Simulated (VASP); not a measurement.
# TiAl (P-6m2) in VASP: further runs, part 2 of 2

VASP 6.6.1.

**4. Single point, PBEsol (strain +0.030 along x and y, +0.015 along z)**

INCAR reads:

```
PREC     = Accurate       # precision mode
ENCUT    = 520            # plane-wave cutoff, eV
EDIFF    = 1E-6           # SCF threshold, eV
ISMEAR   = 0              # smearing method
SIGMA    = 0.15           # smearing width, eV
LREAL    = False          # projectors in reciprocal space
LASPH    = True           # aspherical terms in the spheres
NELM     = 60             # most SCF steps
ALGO     = Normal         # electronic algorithm
ISIF     = 2              # what is computed and relaxed
LWAVE    = False          # write WAVECAR
LCHARG   = False          # write CHGCAR
GGA      = PS             # functional
NBANDS   = 14             # bands
```

KPOINTS reads:

```
regular mesh
0
Gamma
  18 18 10
```

POSCAR reads:

```
TiAl
1.0
    2.9532800997      0.0000000000      0.0000000000
   -1.4766400498      2.5576155908      0.0000000000
    0.0000000000      0.0000000000      4.7482542450
Ti Al
1 1
Direct
    0.0000000000      0.0000000000      0.0000000000
    0.3333333333      0.6666666667      0.5000000000
```

Potentials or basis: VASP PAW PBE potentials, release 64 (Ti_sv, Al).

The run is started by

```console
$ cat potpaw_PBE.64/Ti_sv/POTCAR potpaw_PBE.64/Al/POTCAR > POTCAR
$ mpirun -np 1 vasp_std > vasp.out
```

OUTCAR:

```text
PREC = Accurate
   ENCUT = 520
   EDIFF = 1E-6
   ISMEAR = 0
   LREAL = False
   LASPH = True
   NELM = 60
   ISIF = 2
   GGA = PS

 ion  position               nearest neighbor table
   1  0.000  0.000  0.000-   2 2.92   2 2.92   2 2.92   2 2.92   2 2.92   2 2.92
   2  0.333  0.667  0.500-   1 2.92   1 2.92   1 2.92   1 2.92   1 2.92   1 2.92

  LATTYP: Found a hexagonal cell.
 ALAT       =     2.9532800997
 C/A-ratio  =     1.6077900113

  Lattice vectors:

 A1 = (   2.9532800997,   0.0000000000,   0.0000000000)
 A2 = (  -1.4766400498,   2.5576155908,   0.0000000000)
 A3 = (   0.0000000000,   0.0000000000,   4.7482542450)

Analysis of symmetry for initial positions (statically):
=====================================================================
 Subroutine PRICEL returns:
 Original cell was already a primitive cell.

 Routine SETGRP: Setting up the symmetry group for a
 hexagonal supercell.

 Subroutine GETGRP returns: Found 12 space group operations
 (whereof 12 operations were pure point group operations)
 out of a pool of 24 trial point group operations.

The static configuration has the point symmetry D_3h.

Analysis of symmetry for dynamics (positions and initial velocities):
=====================================================================
 Subroutine PRICEL returns:
 Original cell was already a primitive cell.

 Routine SETGRP: Setting up the symmetry group for a
 hexagonal supercell.

 Subroutine GETGRP returns: Found 12 space group operations
 (whereof 12 operations were pure point group operations)
 out of a pool of 24 trial point group operations.

The dynamic configuration has the point symmetry D_3h.

 Subroutine INISYM returns: Found 12 space group operations
 (whereof 12 operations are pure point group operations),
 and found     1 'primitive' translations

[... 120 lines left out ...]
   LHFCALC =     F    Hartree Fock is set to
   AEXX    =    0.0000 exact exchange contribution
   IVDW    =     0    specifies the selected vdW correction
   LEPSILON=     F    determine dielectric tensor
   LRPA    =     F    only Hartree local field effects (RPA)
 non-spin polarized calculation
 Gauss-broadening in eV      SIGMA  =   0.15
  energy-cutoff  :      520.00
  volume of cell :       35.87
 maximum number of plane-waves:       996
 NGX is ok and might be reduce to    24
   NGX = 11   NGY = 11   NGZ = 17

 number of electron      14.9999998 magnetization

 Free energy of the ion-electron system (eV)
  ---------------------------------------------------
  ext. energy  EPLUGINS =         0.00000000
  ---------------------------------------------------
  free energy    TOTEN  =       -12.84256271 eV

  energy without entropy =      -12.81190836  energy(sigma->0) =      -12.82723553

 E-fermi :   7.0349     XC(G=0): -10.7217

 val. band max:        7.0335083848   @ k =   0.3333   0.3333   0.4000
 cond. band min:       7.0350066490   @ k =   0.3333   0.2778   0.3000
 fundamental gap:      0.0014982642
 Fermi energy:         7.0349186532

 k-point     1 :       0.0000    0.0000    0.0000
  band No.  band energies     occupation
      1     -49.4334      2.00000
      2     -25.8413      2.00000
      3     -25.5002      2.00000
      4     -25.5002      2.00000
      5      -1.5030      2.00000
      6       4.8751      2.00000
      7       5.3687      2.00000
      8       8.2078      0.00000
      9       8.2078      0.00000
     10       9.5095      0.00000
     11       9.5095      0.00000
     12      10.7249      0.00000
     13      19.1095      0.00000
     14      19.1095      0.00000
[... 377 lines left out ...]
      1     -49.3661      2.00000
      2     -25.9089      2.00000
      3     -25.7724      2.00000
      4     -25.6309      2.00000
      5       2.9655      2.00000
      6       5.0971      2.00000
      7       5.7884      2.00000
      8       6.3635      2.00000
      9       8.4861      0.00000
     10       9.8520      0.00000
     11      10.7070      0.00000
     12      11.4596      0.00000
     13      12.1962      0.00000
     14      12.9350      0.00000

 [... further k-points ...]

------------------------ aborting loop because EDIFF is reached ----------------------------------------

  FORCE on cell =-STRESS in cart. coord.  units (eV):
  Direction    XX          YY          ZZ          XY          YZ          ZX
  --------------------------------------------------------------------------------------
  -------------------------------------------------------------------------------------
  Total       -2.0134534     -2.0134534     -2.1352436     -0.0000000      0.0000000     -0.0000000
  in kB      -89.9452620    -89.9452620    -95.3858913     -0.0000000      0.0000000     -0.0000000
  external PRESSURE =     -91.7588051 kB  Pullay stress =       0.0000000 kB

 VOLUME and BASIS-vectors are now :
 -----------------------------------------------------------------------------
  energy-cutoff  :      520.00
  volume of cell :       35.87
      direct lattice vectors                 reciprocal lattice vectors
     2.953280100  0.000000000  0.000000000     0.338606555  0.195494586  0.000000000
    -1.476640050  2.557615591  0.000000000     0.000000000  0.390989171  0.000000000
     0.000000000  0.000000000  4.748254245     0.000000000  0.000000000  0.210603718

 POSITION                                       TOTAL-FORCE (eV/Angst)
 -----------------------------------------------------------------------------------
      0.00000      0.00000      0.00000         0.000000      0.000000      0.000000
     -0.00000      1.70508      2.37413        -0.000000     -0.000000      0.000000
 -----------------------------------------------------------------------------------
    total drift:                                0.000000     -0.000000      0.000000

  FREE ENERGIE OF THE ION-ELECTRON SYSTEM (eV)
  ---------------------------------------------------
  free  energy   TOTEN  =       -12.8425627053 eV

  energy  without entropy=      -12.8119083565  energy(sigma->0) =      -12.82723553
```

OSZICAR:

```text
N       E                     dE             d eps       ncg     rms          rms(c)
DAV:   1     0.971684442636E+02    0.97168E+02   -0.70307E+03  6222   0.106E+03
DAV:   2    -0.880714841045E+01   -0.10598E+03   -0.10214E+03  6432   0.293E+02
DAV:   3    -0.144684556622E+02   -0.56613E+01   -0.55223E+01  9526   0.653E+01
DAV:   4    -0.146382317154E+02   -0.16978E+00   -0.16949E+00  7114   0.100E+01
DAV:   5    -0.146443305549E+02   -0.60988E-02   -0.60982E-02  9288   0.180E+00    0.911E+00
DAV:   6    -0.132243919260E+02    0.14199E+01   -0.72794E+00  7086   0.316E+01    0.397E+00
DAV:   7    -0.128857349887E+02    0.33866E+00   -0.98627E-01  6860   0.111E+01    0.182E+00
DAV:   8    -0.128516648767E+02    0.34070E-01   -0.21476E-01  6912   0.517E+00    0.954E-01
DAV:   9    -0.128484963602E+02    0.31685E-02   -0.84000E-02  6686   0.395E+00    0.540E-01
DAV:  10    -0.128425063216E+02    0.59900E-02   -0.13049E-02  6846   0.142E+00    0.728E-02
DAV:  11    -0.128425831247E+02   -0.76803E-04   -0.13518E-03  8512   0.346E-01    0.684E-02
DAV:  12    -0.128425737101E+02    0.94147E-05   -0.57692E-05  6878   0.740E-02    0.407E-02
DAV:  13    -0.128425639479E+02    0.97621E-05   -0.15216E-05  7370   0.460E-02    0.162E-02
DAV:  14    -0.128425629271E+02    0.10208E-05   -0.34347E-06  6954   0.179E-02    0.246E-03
DAV:  15    -0.128425627053E+02    0.22177E-06   -0.14005E-07  3450   0.407E-03
   1 F= -.12842563E+02 E0= -.12827236E+02  d E =-.306543E-01
```

It took 47 s on 1 thread of Intel Xeon Platinum 8488C (Sapphire Rapids), shared host; peak memory 0.24 GiB.

What came out:

```yaml
Free_energy: -12.8426 eV
Pressure: -9.2 GPa
```

Stress tensor (GPa, compression positive):
```
-8.99  0.00  0.00
 0.00 -8.99  0.00
 0.00  0.00 -9.54
```

Caveat: the cell differs from its parent crystal (strain +0.030 along x and y, +0.015 along z); the PAW data sets were made with another functional, which shifts forces and pressure a little.

**5. Overview**

| cell | gap on the mesh (eV) | pressure (GPa) |
| --- | --- | --- |
| a = 2.953, b = 2.953, c = 4.678 Å, angles 90.0, 90.0, 120.0°, 2 atoms | none | -7.9 |
| a = 2.910, b = 2.910, c = 4.818 Å, angles 90.0, 90.0, 120.0°, 2 atoms | none | -8.3 |
| a = 2.953, b = 2.953, c = 4.748 Å, angles 90.0, 90.0, 120.0°, 2 atoms | none | -9.2 |

Alike in all rows: task single point; level PBEsol; potentials or basis VASP PAW PBE potentials, release 64 (Ti_sv, Al); no spin polarisation; k mesh 18 × 18 × 10; cutoff (eV) 520; smearing gaussian 0.15 eV.

Caveats: the PAW data sets were made with another functional, which shifts forces and pressure a little.

Absolute energies hang on the potentials; compare differences alone.
